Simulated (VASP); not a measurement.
# Pd (Fm-3m) in VASP: further runs

Pd is run at these levels: r2SCAN+rVV10; tasks: single point.

Program: VASP 6.6.1. These are calculated values, not measurements. Logs are shortened: lines on timing, memory, paths and dates and some standing lists are left out, and cuts for length are marked.

## Step 1: The cell of the first run

It takes space group Fm-3m (No. 225, cubic). Conventional cell: a = 3.840 Å, b = 3.840 Å, c = 3.840 Å, α = 90.00°, β = 90.00°, γ = 90.00°. Pd (site symmetry m-3m) has 12 Pd at 2.72 Å within 3.6 Å.

## Step 2: Single point, r2SCAN+rVV10

Input file POSCAR:

```
Pd
1.0
    0.0000000000      1.9201927211      1.9201927211
    1.9201927211      0.0000000000      1.9201927211
    1.9201927211      1.9201927211      0.0000000000
Pd
1
Direct
    0.0000000000      0.0000000000      0.0000000000
```

Input file INCAR.step1:

```
  PREC = Accurate
  ENCUT = 590
  ISMEAR = -1
  SIGMA = 0.05
  LREAL = F
  LASPH = T
  NELM = 120
  NBANDS = 15
  GGA = PE
  ALGO = Normal
  EDIFF = 1E-5
  LWAVE = T
  LCHARG = F
  GGA_COMPAT = F
```

Input file INCAR.step2:

```
  PREC = Accurate
  ENCUT = 590
  EDIFF = 1E-6
  ISMEAR = -1
  SIGMA = 0.05
  LREAL = F
  LASPH = T
  NELM = 120
  ALGO = Normal
  ISIF = 2
  LWAVE = F
  LCHARG = F
  METAGGA = R2SCAN
  LMIXTAU = T
  LUSE_VDW = T
  IVDW_NL = 2
  BPARAM = 11.95
  CPARAM = 0.0093
  NBANDS = 15
  ISTART = 1
  GGA_COMPAT = F
```

Input file KPOINTS:

```
regular mesh
0
Gamma
  12 12 12
```

Potentials or basis: VASP PAW PBE potentials, release 64 (Pd_sv_GW).

The run is started by

```bash
$ cat potpaw_PBE.64/Pd_sv_GW/POTCAR > POTCAR
$ cp INCAR.step1 INCAR
$ mpirun -np 1 vasp_std > vasp.out
$ cp INCAR.step2 INCAR
$ mpirun -np 1 vasp_std > vasp.out
```

OUTCAR:

```text
PREC = Accurate
   ENCUT = 590
   EDIFF = 1E-6
   ISMEAR = -1
   LREAL = F
   LASPH = T
   NELM = 120
   ISIF = 2
   METAGGA = R2SCAN
   IVDW_NL = 2
   BPARAM = 11.95
   ISTART = 1

 ion  position               nearest neighbor table
   1  0.000  0.000  0.000-

  LATTYP: Found a face centered cubic cell.
 ALAT       =     3.8403854422

  Lattice vectors:

 A1 = (   0.0000000000,   1.9201927211,   1.9201927211)
 A2 = (   1.9201927211,   0.0000000000,   1.9201927211)
 A3 = (   1.9201927211,   1.9201927211,   0.0000000000)

Analysis of symmetry for initial positions (statically):
[... 33 lines left out ...]
                                     Primitive cell

  volume of cell :      14.1600

  direct lattice vectors                    reciprocal lattice vectors
     0.000000000  1.920192721  1.920192721    -0.260390530  0.260390530  0.260390530
     1.920192721  0.000000000  1.920192721     0.260390530 -0.260390530  0.260390530
     1.920192721  1.920192721  0.000000000     0.260390530  0.260390530 -0.260390530

  length of vectors
     2.715562589  2.715562589  2.715562589     0.451009627  0.451009627  0.451009627

  position of ions in fractional coordinates (direct lattice)
     0.000000000  0.000000000  0.000000000

  ion indices of the primitive-cell ions
   primitive index   ion index
                 1           1

----------------------------------------------------------------------------------------

 KPOINTS: regular mesh

Automatic generation of k-mesh.
 Grid dimensions read from file:
 generate k-points for:   12   12   12

 Generating k-lattice:

  Cartesian coordinates                     Fractional coordinates (reciprocal lattice)
    -0.021699211  0.021699211  0.021699211     0.083333333  0.000000000  0.000000000
     0.021699211 -0.021699211  0.021699211     0.000000000  0.083333333  0.000000000
     0.021699211  0.021699211 -0.021699211     0.000000000  0.000000000  0.083333333

  Length of vectors
     0.037584136  0.037584136  0.037584136

  Shift w.r.t. Gamma in fractional coordinates (k-lattice)
     0.000000000  0.000000000  0.000000000

 Subroutine IBZKPT returns following result:
 ===========================================

 Found     72 irreducible k-points:

 Following reciprocal coordinates:
[... 41 lines left out ...]
   LASPH  =      T    aspherical Exc in radial PAW
   ENCUT  =  590.0 eV  43.36 Ry    6.59 a.u.   5.38  5.38  5.38*2*pi/ulx,y,z
   NELM   =    120;   NELMIN=  2; NELMDL=  0     # of ELM steps
   EDIFF  = 0.1E-05   stopping-criterion for ELM
   LREAL  =      F    real-space projection
   EDIFFG = 0.1E-04   stopping-criterion for IOM
   NSW    =      0    number of steps for IOM
   IBRION =     -1    ionic relax: 0-MD 1-quasi-New 2-CG
   NFREE  =      0    steps in history (QN), initial steepest desc. (CG)
   ISIF   =      2    stress and relaxation
   ISYM   =      2    0-nonsym 1-usesym 2-fastsym
   POTIM  = 0.5000    time-step for ionic-motion
   TEBEG  =    0.0;   TEEND  =   0.0 temperature during run
   PSTRESS=    0.0 pullay stress
   NELECT =      18.0000    total number of electrons
   NUPDOWN=      -1.0000    fix difference up-down
   EMIN   =  10.00;   EMAX   =-10.00  energy-range for DOS
   EFERMI =   0.00;   METHOD = LEGACY
   ISMEAR =    -1;   SIGMA  =   0.05  broadening in eV -4-tet -1-fermi 0-gaus
   EFERMI_NEDOS =   21; number of points for ismear=-14 and -15
   IALGO  =     38    algorithm
   IMIX   =      4    mixing-type and parameters
     AMIX     =   0.40;   BMIX     =  1.00
     AMIX_MAG =   1.60;   BMIX_MAG =  1.00
  volume/ion in A,a.u.               =      14.16        95.56
  Fermi-wavevector in a.u.,A,eV,Ry     =   1.773417  3.351272 42.790426  3.145008
  Thomas-Fermi vector in A             =   2.839614
   LORBIT       =      0    0 simple, 1 ext, 2 COOP (PROOUT), +10 PAW based schemes
   METAGGA = R2SCAN    functional components
   LHFCALC =     F    Hartree Fock is set to
   AEXX    =    0.0000 exact exchange contribution
   IVDW_NL    =     2    kernel type
   BPARAM     =11.9500
   IVDW    =     0    specifies the selected vdW correction
   LEPSILON=     F    determine dielectric tensor
   LRPA    =     F    only Hartree local field effects (RPA)
 non-spin polarized calculation
  energy-cutoff  :      590.00
  volume of cell :       14.16
 maximum number of plane-waves:       477
 NGX is ok and might be reduce to    24
   NGX = 11   NGY = 11   NGZ = 11

 number of electron      18.0000002 magnetization

 Free energy of the ion-electron system (eV)
  ---------------------------------------------------
  ext. energy  EPLUGINS =         0.00000000
  ---------------------------------------------------
  free energy    TOTEN  =       -21.05196947 eV

  energy without entropy =      -21.03441950  energy(sigma->0) =      -21.04319448

 E-fermi :   8.8580     XC(G=0): -14.7859

 val. band max:        8.8558683560   @ k =   0.5000   0.0833   0.0000
 cond. band min:       8.8602681367   @ k =  -0.2500   0.4167   0.1667
 fundamental gap:      0.0043997807
 Fermi energy:         8.8580032020

 k-point     1 :       0.0000    0.0000    0.0000
  band No.  band energies     occupation
      1     -77.7202      2.00000
      2     -42.3443      2.00000
      3     -42.3443      2.00000
      4     -42.3443      2.00000
      5       1.3930      2.00000
      6       5.7675      2.00000
      7       5.7675      2.00000
      8       5.7675      2.00000
      9       7.4877      2.00000
     10       7.4877      2.00000
     11      26.6319      0.00000
     12      31.7946      0.00000
     13      31.7946      0.00000
     14      31.7946      0.00000
[... 401 lines left out ...]
      2     -42.8014      2.00000
      3     -42.5070      2.00000
      4     -42.4349      2.00000
      5       3.7887      2.00000
      6       5.2247      2.00000
      7       6.2723      2.00000
      8       6.8063      2.00000
      9       8.5968      1.98929
     10      12.8859      0.00000
     11      17.2259      0.00000
     12      25.6993      0.00000
     13      28.7886      0.00000
     14      30.0640      0.00000
     15      38.1253      0.00000

 [... further k-points ...]
[... 5 lines left out ...]
  --------------------------------------------------------------------------------------
  -------------------------------------------------------------------------------------
  Total        0.6233992      0.6233992      0.6233992      0.0000000      0.0000000      0.0000000
  in kB       70.5362495     70.5362495     70.5362495      0.0000000      0.0000000      0.0000000
  external PRESSURE =      70.5362495 kB  Pullay stress =       0.0000000 kB

 VOLUME and BASIS-vectors are now :
 -----------------------------------------------------------------------------
  energy-cutoff  :      590.00
  volume of cell :       14.16
      direct lattice vectors                 reciprocal lattice vectors
     0.000000000  1.920192721  1.920192721    -0.260390530  0.260390530  0.260390530
     1.920192721  0.000000000  1.920192721     0.260390530 -0.260390530  0.260390530
     1.920192721  1.920192721  0.000000000     0.260390530  0.260390530 -0.260390530

 POSITION                                       TOTAL-FORCE (eV/Angst)
 -----------------------------------------------------------------------------------
      0.00000      0.00000      0.00000         0.000000     -0.000000      0.000000
 -----------------------------------------------------------------------------------
    total drift:                               -0.000000     -0.000000     -0.000000

  FREE ENERGIE OF THE ION-ELECTRON SYSTEM (eV)
  ---------------------------------------------------
  free  energy   TOTEN  =       -21.0519694662 eV

  energy  without entropy=      -21.0344194964  energy(sigma->0) =      -21.04319448
```

Wall time 69 s (1 thread of AMD EPYC 9R45 (Zen 5), shared host); peak memory 0.2 GiB.

What came out:

* Free energy: -21.0520 eV
* Pressure: 7.1 GPa
* Band gap on the k mesh: zero (band 9 reaches 9.21 eV, above the bottom of band 10 at 7.42 eV)

Caveat: the PAW data sets were made with another functional, which shifts forces and pressure a little.

## Step 3: Single point, r2SCAN+rVV10

This run uses another cell than the first one, of 14.75 Å³/atom, 1.042 times its volume.

Input file POSCAR:

```
Pd
1.0
    0.0000000000      1.9465000000      1.9465000000
    1.9465000000      0.0000000000      1.9465000000
    1.9465000000      1.9465000000      0.0000000000
Pd
1
Direct
    0.0000000000      0.0000000000      0.0000000000
```

Input file INCAR.step1:

```
SYSTEM = Pd
PREC = Accurate ; ENCUT = 590
ISMEAR = -1 ; SIGMA = 0.05
LREAL = .FALSE. ; LASPH = .TRUE.
NELM = 120 ; NBANDS = 15
GGA = PE ; ALGO = Normal
EDIFF = 1E-5 ; LWAVE = .TRUE.
LCHARG = .FALSE. ; GGA_COMPAT = .FALSE.
```

Input file INCAR.step2:

```
SYSTEM = Pd
PREC = Accurate ; ENCUT = 590
EDIFF = 1E-6 ; ISMEAR = -1
SIGMA = 0.05 ; LREAL = .FALSE.
LASPH = .TRUE. ; NELM = 120
ALGO = Normal ; ISIF = 2
LWAVE = .FALSE. ; LCHARG = .TRUE.
METAGGA = R2SCAN ; LMIXTAU = .TRUE.
LUSE_VDW = .TRUE. ; IVDW_NL = 2
BPARAM = 11.95 ; CPARAM = 0.0093
LELF = .TRUE. ; LVHAR = .TRUE.
NBANDS = 15 ; ISTART = 1
GGA_COMPAT = .FALSE.
```

Input file KPOINTS:

```
Automatic mesh
0
G
  12 12 12
  0 0 0
```

Potentials or basis: VASP PAW PBE potentials, release 64 (Pd_sv_GW).

The run is started by

```bash
$ cat potpaw_PBE.64/Pd_sv_GW/POTCAR > POTCAR
$ cp INCAR.step1 INCAR
$ mpirun -np 1 vasp_std > vasp.out
$ cp INCAR.step2 INCAR
$ mpirun -np 1 vasp_std > vasp.out
```

OUTCAR:

```text
SYSTEM = Pd
   PREC = Accurate
   ENCUT = 590
   EDIFF = 1E-6
   ISMEAR = -1
   LREAL = .FALSE.
   LASPH = .TRUE.
   NELM = 120
   ISIF = 2
   METAGGA = R2SCAN
   IVDW_NL = 2
   BPARAM = 11.95
   ISTART = 1

 ion  position               nearest neighbor table
   1  0.000  0.000  0.000-

  LATTYP: Found a face centered cubic cell.
 ALAT       =     3.8930000000

  Lattice vectors:

 A1 = (   0.0000000000,   1.9465000000,   1.9465000000)
 A2 = (   1.9465000000,   0.0000000000,   1.9465000000)
 A3 = (   1.9465000000,   1.9465000000,   0.0000000000)

Analysis of symmetry for initial positions (statically):
[... 33 lines left out ...]
                                     Primitive cell

  volume of cell :      14.7500

  direct lattice vectors                    reciprocal lattice vectors
     0.000000000  1.946500000  1.946500000    -0.256871307  0.256871307  0.256871307
     1.946500000  0.000000000  1.946500000     0.256871307 -0.256871307  0.256871307
     1.946500000  1.946500000  0.000000000     0.256871307  0.256871307 -0.256871307

  length of vectors
     2.752766699  2.752766699  2.752766699     0.444914156  0.444914156  0.444914156

[... 129 lines left out ...]

 val. band max:        8.2123595482   @ k =  -0.4167   0.3333   0.0833
 cond. band min:       8.2186463703   @ k =  -0.2500   0.4167   0.1667
 fundamental gap:      0.0062868221
 Fermi energy:         8.2170165932

 k-point     1 :       0.0000    0.0000    0.0000
  band No.  band energies     occupation
      1     -78.2213      2.00000
      2     -42.8821      2.00000
      3     -42.8821      2.00000
      4     -42.8821      2.00000
      5       1.0835      2.00000
      6       5.3250      2.00000
      7       5.3250      2.00000
      8       5.3250      2.00000
      9       6.9309      2.00000
     10       6.9309      2.00000
     11      25.9892      0.00000
     12      30.9184      0.00000
     13      30.9184      0.00000
     14      30.9184      0.00000
[... 401 lines left out ...]
      2     -43.2747      2.00000
      3     -43.0216      2.00000
      4     -42.9597      2.00000
      5       3.4551      2.00000
      6       4.8242      2.00000
      7       5.8020      2.00000
      8       6.3119      2.00000
      9       7.9722      1.98516
     10      12.1572      0.00000
     11      16.2606      0.00000
     12      24.7720      0.00000
     13      27.8584      0.00000
     14      28.9587      0.00000
     15      36.9714      0.00000

 [... further k-points ...]
[... 5 lines left out ...]
  --------------------------------------------------------------------------------------
  -------------------------------------------------------------------------------------
  Total       -0.1591017     -0.1591017     -0.1591017     -0.0000000     -0.0000000      0.0000000
  in kB      -17.2819255    -17.2819255    -17.2819255     -0.0000000     -0.0000000      0.0000000
  external PRESSURE =     -17.2819255 kB  Pullay stress =       0.0000000 kB

 VOLUME and BASIS-vectors are now :
 -----------------------------------------------------------------------------
  energy-cutoff  :      590.00
  volume of cell :       14.75
      direct lattice vectors                 reciprocal lattice vectors
     0.000000000  1.946500000  1.946500000    -0.256871307  0.256871307  0.256871307
     1.946500000  0.000000000  1.946500000     0.256871307 -0.256871307  0.256871307
     1.946500000  1.946500000  0.000000000     0.256871307  0.256871307 -0.256871307

 POSITION                                       TOTAL-FORCE (eV/Angst)
 -----------------------------------------------------------------------------------
      0.00000      0.00000      0.00000         0.000000     -0.000000     -0.000000
 -----------------------------------------------------------------------------------
    total drift:                               -0.000000      0.000000      0.000000

  FREE ENERGIE OF THE ION-ELECTRON SYSTEM (eV)
  ---------------------------------------------------
  free  energy   TOTEN  =       -21.0668954338 eV

  energy  without entropy=      -21.0484228249  energy(sigma->0) =      -21.05765913
```

OUTCAR.step1:

```text
SYSTEM = Pd
   PREC = Accurate
   ENCUT = 590
   ISMEAR = -1
   LREAL = .FALSE.
   LASPH = .TRUE.
[... 649 lines left out ...]
 -----------------------------------------------------------------------------------
      0.00000      0.00000      0.00000         0.000000      0.000000      0.000000
 -----------------------------------------------------------------------------------
    total drift:                                0.000000      0.000000      0.000000

  FREE ENERGIE OF THE ION-ELECTRON SYSTEM (eV)
  ---------------------------------------------------
  free  energy   TOTEN  =        -3.7662266894 eV

  energy  without entropy=       -3.7466346355  energy(sigma->0) =       -3.75643066
```

OSZICAR.step1:

```text
N       E                     dE             d eps       ncg     rms          rms(c)
DAV:   1     0.305591496199E+03    0.30559E+03   -0.11799E+04  2257   0.182E+03
DAV:   2     0.141552635819E+02   -0.29144E+03   -0.26566E+03  2174   0.627E+02
DAV:   3    -0.422520046266E+01   -0.18380E+02   -0.17916E+02  3339   0.167E+02
DAV:   4    -0.464989006592E+01   -0.42469E+00   -0.42420E+00  2429   0.257E+01
DAV:   5    -0.467877724967E+01   -0.28887E-01   -0.28886E-01  3676   0.664E+00    0.380E+01
DAV:   6    -0.379375619236E+01    0.88502E+00   -0.21613E+00  3380   0.375E+01    0.138E+01
DAV:   7    -0.377117751644E+01    0.22579E-01   -0.68162E-02  3475   0.642E+00    0.719E+00
DAV:   8    -0.376628083114E+01    0.48967E-02   -0.88511E-03  3032   0.196E+00    0.186E-01
DAV:   9    -0.376622071048E+01    0.60121E-04   -0.22851E-04  2863   0.221E-01    0.121E-01
DAV:  10    -0.376622668942E+01   -0.59789E-05   -0.26722E-05  2427   0.116E-01
   1 F= -.37662267E+01 E0= -.37564307E+01  d E =-.195921E-01
```

It took 84 s on 1 thread of Intel Xeon Platinum 8375C at 2.90GHz (Ice Lake), shared host; peak memory 0.23 GiB.

Results:

```yaml
Free_energy: -21.0669 eV
Pressure: -1.7 GPa
Band_gap_on_the_k_mesh: zero (band 9 reaches 8.55 eV, above the bottom of band 10 at 6.87 eV)
```

Levels at points of the mesh, in eV from the Fermi level:
```tsv
k point	band 6	band 7	band 8	band 9	band 10	band 11	band 12	band 13
(0.00, 0.00, 0.00)	-2.89	-2.89	-2.89	-1.29	-1.29	17.77	22.70	22.70
(0.50, 0.00, 0.00)	-2.97	-2.97	-0.02	-0.02	1.34	7.75	17.22	21.92
(0.50, 0.50, 0.00)	-5.23	-0.08	0.33	0.33	3.70	11.35	13.91	13.91
```

Caveat: the PAW data sets were made with another functional, which shifts forces and pressure a little.

(Part 1 of 2 ends here.)
